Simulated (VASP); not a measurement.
# AlNi (Pmmm) in VASP: further runs

Runs on AlNi. Level: PBE. Tasks: single point.

Program: VASP 6.6.1. These are calculated values, not measurements. Logs are shortened: lines on timing, memory, paths and dates and some standing lists are left out, and cuts for length are marked.

**1. The cell of the first run**

Symmetry: Pmmm, No. 47, orthorhombic system. The conventional cell has a = 2.783 Å, b = 2.900 Å, c = 2.995 Å, α = 90.00°, β = 90.00°, γ = 90.00°. Within 3.3 Å of Al (site symmetry mmm) lie 8 Ni at 2.51 Å and 6 Al at 2.78 to 2.99 Å. Within 3.3 Å of Ni (site symmetry mmm) lie 8 Al at 2.51 Å and 6 Ni at 2.78 to 2.99 Å.

**2. Single point, PBE (normal strain along x -0.0367, normal strain along y +0.0367)**

Input file INCAR:

```
SYSTEM = AlNi
PREC = Accurate
ENCUT = 520
EDIFF = 1E-6
ISMEAR = 0
SIGMA = 0.15
LREAL = .False.
LASPH = .True.
NELM = 80
ALGO = Fast
ISIF = 2
LWAVE = .False.
LCHARG = .True.
GGA = PE
LELF = .True.
LVHAR = .True.
NBANDS = 14
```

Input file KPOINTS:

```
Automatic mesh
0
Gamma
  16 16 16
  0 0 0
```

Input file POSCAR:

```
AlNi
1.0
    1.9676675471     -1.9676349857      0.0000000000
    2.1175942656      2.1175641853      0.0000000000
    0.0000000000      0.0000000000      2.9004437058
Al Ni
1 1
Direct
    0.0000000000      0.0000000000      0.0000000000
    0.5000000000      0.5000000000      0.5000000000
```

Potentials or basis: VASP PAW PBE potentials, release 64 (Al, Ni).

The run is started by

```console
cat potpaw_PBE.64/Al/POTCAR potpaw_PBE.64/Ni/POTCAR > POTCAR
mpirun -np 1 vasp_std > vasp.out
```

OUTCAR:

```text
SYSTEM = AlNi
   PREC = Accurate
   ENCUT = 520
   EDIFF = 1E-6
   ISMEAR = 0
   LREAL = .False.
   LASPH = .True.
   NELM = 80
   ISIF = 2
   GGA = PE

 ion  position               nearest neighbor table
   1  0.000  0.000  0.000-   2 2.51   2 2.51   2 2.51   2 2.51   2 2.51   2 2.51   2 2.51   2 2.51

   2  0.500  0.500  0.500-   1 2.51   1 2.51   1 2.51   1 2.51   1 2.51   1 2.51   1 2.51   1 2.51

  LATTYP: Found a simple monoclinic cell.
 ALAT       =     2.7826791071
 B/A-ratio  =     1.0423205818
 C/A-ratio  =     1.0761964082
 COS(beta)  =    -0.0000153767

  Lattice vectors:

 A1 = (   1.9676675471,  -1.9676349857,   0.0000000000)
 A2 = (   0.0000000000,   0.0000000000,   2.9004437058)
 A3 = (  -2.1175942656,  -2.1175641853,   0.0000000000)

Analysis of symmetry for initial positions (statically):
=====================================================================
 Subroutine PRICEL returns:
 Original cell was already a primitive cell.

 Routine SETGRP: Setting up the symmetry group for a
 simple monoclinic supercell.

 Subroutine GETGRP returns: Found  4 space group operations
 (whereof  4 operations were pure point group operations)
 out of a pool of  4 trial point group operations.

The static configuration has the point symmetry C_2h.

Analysis of symmetry for dynamics (positions and initial velocities):
=====================================================================
 Subroutine PRICEL returns:
 Original cell was already a primitive cell.

 Routine SETGRP: Setting up the symmetry group for a
 simple monoclinic supercell.

 Subroutine GETGRP returns: Found  4 space group operations
 (whereof  4 operations were pure point group operations)
 out of a pool of  4 trial point group operations.

The dynamic configuration has the point symmetry C_2h.

 Subroutine INISYM returns: Found  4 space group operations
 (whereof  4 operations are pure point group operations),
 and found     1 'primitive' translations

----------------------------------------------------------------------------------------

                                     Primitive cell

  volume of cell :      24.1703

  direct lattice vectors                    reciprocal lattice vectors
     1.967667547 -1.967634986  0.000000000     0.254108265 -0.254111874  0.000000000
     2.117594266  2.117564185  0.000000000     0.236116721  0.236120628  0.000000000
     0.000000000  0.000000000  2.900443706     0.000000000  0.000000000  0.344774835

  length of vectors
     2.782679107  2.994709260  2.900443706     0.359365907  0.333922232  0.344774835

  position of ions in fractional coordinates (direct lattice)
     0.000000000  0.000000000  0.000000000
     0.500000000  0.500000000  0.500000000

  ion indices of the primitive-cell ions
   primitive index   ion index
                 1           1
                 2           2

----------------------------------------------------------------------------------------

 KPOINTS: Automatic mesh

Automatic generation of k-mesh.
 Grid dimensions read from file:
 generate k-points for:   16   16   16

 Generating k-lattice:

  Cartesian coordinates                     Fractional coordinates (reciprocal lattice)
     0.015881767 -0.015881992  0.000000000     0.062500000  0.000000000  0.000000000
     0.014757295  0.014757539  0.000000000     0.000000000  0.062500000  0.000000000
     0.000000000  0.000000000  0.021548427     0.000000000  0.000000000  0.062500000

  Length of vectors
     0.022460369  0.020870139  0.021548427

  Shift w.r.t. Gamma in fractional coordinates (k-lattice)
     0.000000000  0.000000000  0.000000000

 Subroutine IBZKPT returns following result:
 ===========================================

 Found   1170 irreducible k-points:

 Following reciprocal coordinates:
            Coordinates               Weight
  0.000000  0.000000  0.000000      1.000000
  0.062500 -0.000000  0.000000      2.000000
  0.125000 -0.000000  0.000000      2.000000
  0.187500 -0.000000  0.000000      2.000000
  0.250000 -0.000000  0.000000      2.000000
  0.312500  0.000000  0.000000      2.000000
[... 16 lines left out ...]
 -0.187500  0.062500  0.000000      2.000000
 -0.125000  0.062500  0.000000      2.000000
 [... further k-points ...]
   k-points           NKPTS =   1170   k-points in BZ     NKDIM =   1170   number of bands    NBANDS=     14
   number of dos      NEDOS =    301   number of ions     NIONS =      2
   total plane-waves  NPLWV =  13824
   dimension x,y,z NGX =    24 NGY =   24 NGZ =   24
   dimension x,y,z NGXF=    48 NGYF=   48 NGZF=   48
   ions per type =               1   1
   NGX,Y,Z   is equivalent  to a cutoff of  14.34, 13.32, 13.76 a.u.
   NGXF,Y,Z  is equivalent  to a cutoff of  28.68, 26.65, 27.51 a.u.
 SYSTEM =  AlNi
   PREC   = accura    normal or accurate (medium, high low for compatibility)
   ISTART =      0    job   : 0-new  1-cont  2-samecut
   ICHARG =      2    charge: 1-file 2-atom 10-const
   ISPIN  =      1    spin polarized calculation?
   LNONCOLLINEAR =      F non collinear calculations
   LSORBIT =      F    spin-orbit coupling
   LASPH  =      T    aspherical Exc in radial PAW
   ENCUT  =  520.0 eV  38.22 Ry    6.18 a.u.   5.17  5.57  5.39*2*pi/ulx,y,z
   NELM   =     80;   NELMIN=  2; NELMDL= -5     # of ELM steps
   EDIFF  = 0.1E-05   stopping-criterion for ELM
   LREAL  =      F    real-space projection
   EDIFFG = 0.1E-04   stopping-criterion for IOM
   NSW    =      0    number of steps for IOM
   IBRION =     -1    ionic relax: 0-MD 1-quasi-New 2-CG
   NFREE  =      0    steps in history (QN), initial steepest desc. (CG)
   ISIF   =      2    stress and relaxation
   ISYM   =      2    0-nonsym 1-usesym 2-fastsym
   POTIM  = 0.5000    time-step for ionic-motion
   TEBEG  =    0.0;   TEEND  =   0.0 temperature during run
   PSTRESS=    0.0 pullay stress
   NELECT =      13.0000    total number of electrons
   NUPDOWN=      -1.0000    fix difference up-down
   EMIN   =  10.00;   EMAX   =-10.00  energy-range for DOS
   EFERMI =   0.00;   METHOD = LEGACY
   ISMEAR =     0;   SIGMA  =   0.15  broadening in eV -4-tet -1-fermi 0-gaus
   EFERMI_NEDOS =   21; number of points for ismear=-14 and -15
   IALGO  =     68    algorithm
   IMIX   =      4    mixing-type and parameters
     AMIX     =   0.40;   BMIX     =  1.00
     AMIX_MAG =   1.60;   BMIX_MAG =  1.00
  volume/ion in A,a.u.               =      12.09        81.55
  Fermi-wavevector in a.u.,A,eV,Ry     =   1.331359  2.515904 24.116558  1.772517
  Thomas-Fermi vector in A             =   2.460376
   LORBIT       =      0    0 simple, 1 ext, 2 COOP (PROOUT), +10 PAW based schemes
   GGA     = PE    functional components
   LHFCALC =     F    Hartree Fock is set to
   AEXX    =    0.0000 exact exchange contribution
   IVDW    =     0    specifies the selected vdW correction
   LEPSILON=     F    determine dielectric tensor
   LRPA    =     F    only Hartree local field effects (RPA)
 non-spin polarized calculation
 RMM-DIIS sequential band-by-band and
 Gauss-broadening in eV      SIGMA  =   0.15
  energy-cutoff  :      520.00
  volume of cell :       24.17
 maximum number of plane-waves:       670
 NGX is ok and might be reduce to    24
   NGX = 11   NGY = 11   NGZ = 11

 number of electron      12.9999999 magnetization

 Free energy of the ion-electron system (eV)
  ---------------------------------------------------
  ext. energy  EPLUGINS =         0.00000000
  ---------------------------------------------------
  free energy    TOTEN  =       -10.52742542 eV

  energy without entropy =      -10.51713484  energy(sigma->0) =      -10.52228013

 E-fermi :   9.8902     XC(G=0): -11.9968

 val. band max:        9.8884307057   @ k =   0.4375   0.4375   0.2500
 cond. band min:       9.8903831319   @ k =  -0.3750   0.2500   0.0000
 fundamental gap:      0.0019524262
 Fermi energy:         9.8902433826

 k-point     1 :       0.0000    0.0000    0.0000
  band No.  band energies     occupation
      1      -1.1782      2.00000
      2       6.6747      2.00000
      3       6.7245      2.00000
      4       8.2660      2.00000
      5       8.3868      2.00000
      6       8.4634      2.00000
      7      14.1376      0.00000
      8      15.2233      0.00000
      9      16.7547      0.00000
     10      17.6240      0.00000
     11      18.1222      0.00000
     12      23.6407      0.00000
     13      29.8332      0.00000
     14      30.8483      0.00000

 k-point     2 :       0.0625   -0.0000    0.0000
  band No.  band energies     occupation
      1      -1.1012      2.00000
      2       6.6932      2.00000
      3       6.7325      2.00000
      4       8.2706      2.00000
      5       8.3432      2.00000
      6       8.4265      2.00000
      7      14.2459      0.00000
      8      15.3247      0.00000
      9      15.6839      0.00000
     10      17.6786      0.00000
     11      18.9089      0.00000
     12      24.0656      0.00000
     13      29.8215      0.00000
     14      29.8469      0.00000

 k-point     3 :       0.1250   -0.0000    0.0000
  band No.  band energies     occupation
      1      -0.8711      2.00000
      2       6.7249      2.00000
      3       6.7647      2.00000
      4       8.2244      2.00000
      5       8.2835      2.00000
      6       8.3248      2.00000
      7      14.1166      0.00000
      8      14.5594      0.00000
      9      15.6207      0.00000
     10      17.7211      0.00000
     11      19.8069      0.00000
     12      25.2845      0.00000
     13      28.1697      0.00000
     14      29.0111      0.00000
[... 324 lines left out ...]
 k-point    23 :      -0.1875    0.0625    0.0000
  band No.  band energies     occupation
      1      -0.4253      2.00000
      2       6.7077      2.00000
      3       6.8414      2.00000
      4       8.0290      2.00000
      5       8.1815      2.00000
      6       8.2810      2.00000
      7      12.6362      0.00000
      8      14.4071      0.00000
      9      16.1757      0.00000
     10      18.3089      0.00000
     11      20.7371      0.00000
     12      25.7375      0.00000
     13      27.1303      0.00000
     14      27.4167      0.00000

 k-point    24 :      -0.1250    0.0625    0.0000
  band No.  band energies     occupation
      1      -0.8051      2.00000
      2       6.7239      2.00000
      3       6.7694      2.00000
      4       8.1973      2.00000
      5       8.2541      2.00000
      6       8.3309      2.00000
      7      13.7817      0.00000
      8      14.3308      0.00000
      9      15.7082      0.00000
     10      18.2249      0.00000
     11      20.0243      0.00000
     12      25.3716      0.00000
     13      27.3896      0.00000
     14      29.0363      0.00000

 [... further k-points ...]

------------------------ aborting loop because EDIFF is reached ----------------------------------------

  FORCE on cell =-STRESS in cart. coord.  units (eV):
  Direction    XX          YY          ZZ          XY          YZ          ZX
  --------------------------------------------------------------------------------------
  -------------------------------------------------------------------------------------
  Total        0.1338546      0.1343847     -0.0781371     -0.4235789      0.0000000      0.0000000
  in kB        8.8728196      8.9079579     -5.1794755    -28.0777709      0.0000000      0.0000000
  external PRESSURE =       4.2004340 kB  Pullay stress =       0.0000000 kB

 VOLUME and BASIS-vectors are now :
 -----------------------------------------------------------------------------
  energy-cutoff  :      520.00
  volume of cell :       24.17
      direct lattice vectors                 reciprocal lattice vectors
     1.967667547 -1.967634986  0.000000000     0.254108265 -0.254111874  0.000000000
     2.117594266  2.117564185  0.000000000     0.236116721  0.236120628  0.000000000
     0.000000000  0.000000000  2.900443706     0.000000000  0.000000000  0.344774835

 POSITION                                       TOTAL-FORCE (eV/Angst)
 -----------------------------------------------------------------------------------
      0.00000      0.00000      0.00000         0.000000      0.000000      0.000000
      2.04263      0.07496      1.45022         0.000000      0.000000      0.000000
 -----------------------------------------------------------------------------------
    total drift:                                0.000000     -0.000000     -0.000000

  FREE ENERGIE OF THE ION-ELECTRON SYSTEM (eV)
  ---------------------------------------------------
  free  energy   TOTEN  =       -10.5274254193 eV

  energy  without entropy=      -10.5171348356  energy(sigma->0) =      -10.52228013
```

Run time: 5 min. Hardware: 1 thread of Intel Xeon Platinum 8259CL at 2.50GHz (Skylake/Cascade Lake), shared host; peak memory 0.49 GiB.

Results:

| Item | Value |
| --- | --- |
| Free energy | -10.5274 eV |
| Pressure | 0.4 GPa |
| Band gap on the k mesh | zero (an odd number of electrons rules out a gap without spin polarisation) |

Levels at points of the mesh, in eV from the Fermi level:
| k point | band 4 | band 5 | band 6 | band 7 | band 8 | band 9 | band 10 | band 11 |
| --- | --- | --- | --- | --- | --- | --- | --- | --- |
| (0.00, 0.00, 0.00) | -1.62 | -1.50 | -1.43 | 4.25 | 5.33 | 6.86 | 7.73 | 8.23 |
| (0.50, 0.00, 0.00) | -2.41 | -2.24 | -1.50 | -0.37 | 8.26 | 8.99 | 10.01 | 10.19 |
| (0.00, 0.50, 0.00) | -2.24 | -2.01 | -1.37 | -0.90 | 8.22 | 9.72 | 10.32 | 11.17 |
| (0.50, 0.50, 0.00) | -2.64 | -2.10 | -2.02 | -1.03 | 1.55 | 2.43 | 12.10 | 14.60 |
| (0.00, 0.00, 0.50) | -2.42 | -2.01 | -1.42 | -0.67 | 8.09 | 8.81 | 9.76 | 11.28 |
| (0.50, 0.00, 0.50) | -2.51 | -2.21 | -2.16 | -0.94 | 1.80 | 2.71 | 11.36 | 14.12 |
| (0.00, 0.50, 0.50) | -3.02 | -1.90 | -1.88 | -1.10 | 1.11 | 2.08 | 13.15 | 15.76 |
| (0.50, 0.50, 0.50) | -1.06 | -0.90 | 1.96 | 2.03 | 2.10 | 3.61 | 3.98 | 4.42 |

Caveat: the cell differs from its parent crystal (normal strain along x -0.0367, normal strain along y +0.0367).

**3. Single point, PBE (normal strain along x +0.0000, normal strain along y +0.0367)**

Input file INCAR:

```
SYSTEM = AlNi
  PREC = Accurate
  ENCUT = 520
  EDIFF = 1E-6
  ISMEAR = 0
  SIGMA = 0.15
  LREAL = .False.
  LASPH = .True.
  NELM = 60
  ALGO = Fast
  ISIF = 2
  LWAVE = .False.
  LCHARG = .False.
  GGA = PE
  NBANDS = 14
```

KPOINTS is that of step 2.

Input file POSCAR:

```
AlNi
1.0
    2.0426321469     -2.0425983450      0.0000000000
    2.1175955062      2.1175629448      0.0000000000
    0.0000000000      0.0000000000      2.9004437058
Al Ni
1 1
Direct
    0.0000000000      0.0000000000      0.0000000000
    0.5000000000      0.5000000000      0.5000000000
```

Potentials or basis: VASP PAW PBE potentials, release 64 (Al, Ni).

The run is started by

```console
cat potpaw_PBE.64/Al/POTCAR potpaw_PBE.64/Ni/POTCAR > POTCAR
mpirun -np 1 vasp_std > vasp.out
```

Run time: 4.9 min. Hardware: 1 thread of Intel Xeon Platinum 8259CL at 2.50GHz (Skylake/Cascade Lake), shared host; peak memory 0.51 GiB.

The run converged. Its results:

| Property | Result |
| --- | --- |
| Free energy | -10.5253 eV |
| Pressure | -5.4 GPa |
| Band gap on the k mesh | zero (an odd number of electrons rules out a gap without spin polarisation) |

Stress tensor (GPa, compression positive):
```
-5.60 -1.10  0.00
-1.10 -5.59  0.00
 0.00  0.00 -4.87
```

Levels at points of the mesh, in eV from the Fermi level:
```tsv
k point	band 3	band 4	band 5	band 6	band 7	band 8	band 9	band 10	band 11	band 12
(0.00, 0.00, 0.00)	-2.99	-1.48	-1.46	-1.38	4.54	5.62	5.77	7.77	8.11	12.96
(0.50, 0.00, 0.00)	-2.54	-2.22	-2.05	-1.38	-0.52	8.19	9.12	9.93	10.14	10.81
(0.00, 0.50, 0.00)	-2.60	-2.06	-2.04	-1.32	-0.77	8.22	10.01	10.14	10.46	10.58
(0.50, 0.50, 0.00)	-2.90	-2.72	-1.91	-1.88	-0.98	1.33	2.17	11.97	14.78	15.10
(0.00, 0.00, 0.50)	-2.55	-2.22	-2.03	-1.38	-0.55	8.18	9.10	9.89	10.26	10.89
(0.50, 0.00, 0.50)	-2.62	-2.60	-2.02	-2.02	-0.90	1.60	2.43	11.24	14.28	14.32
(0.00, 0.50, 0.50)	-2.91	-2.75	-1.90	-1.87	-0.99	1.29	2.13	12.07	14.89	15.21
(0.50, 0.50, 0.50)	-3.86	-0.97	-0.88	2.01	2.07	2.08	3.28	4.10	4.14	4.48
```

Caveat: the cell differs from its parent crystal (normal strain along x +0.0000, normal strain along y +0.0367); the cell stands under tension. Spin polarisation is off, so any magnetic state and its effect on volume and gap are missing.
